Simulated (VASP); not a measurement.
The system is Fe.

```
Fe
1.0
    -1.38080    1.38080    1.38080
     1.38080   -1.38080    1.38080
     1.38080    1.38080   -1.38080
Fe
1
Direct
  0.00000 0.00000 0.00000
```

Base run:

- Program: VASP 6.6.1
- Functional: PBE
- Potentials or basis: VASP PAW PBE potentials, release 64 (Fe)
- Cutoff: 600 eV
- k mesh: 16 × 16 × 16
- Occupations: fermi-dirac, width 1 eV
- Spin: no spin polarisation

Its results: band gap on the k mesh zero (band 4 reaches 8.03 eV, above the bottom of band 5 at 5.96 eV); pressure 34.3 GPa.

**Question.** After a change of settings the same cell gave: band gap on the k mesh zero (band 4 reaches 7.72 eV, above the bottom of band 5 at 5.69 eV); pressure -1.5 GPa. Which change was it?
A. occupations from fermi-dirac, width 1 eV to fermi-dirac, width 0.2 eV
B. cutoff from 600 eV to 520 eV; occupations from fermi-dirac, width 1 eV to methfessel-paxton, width 0.3 eV
C. k mesh from 16 × 16 × 16 to 3 × 3 × 3; occupations from fermi-dirac, width 1 eV to fermi-dirac, width 0.1 eV
D. k mesh from 16 × 16 × 16 to 4 × 4 × 4; occupations from fermi-dirac, width 1 eV to fermi-dirac, width 0.1 eV

**Answer.** B.

Caveats: the run has no spin polarisation, though such a crystal can be magnetic.
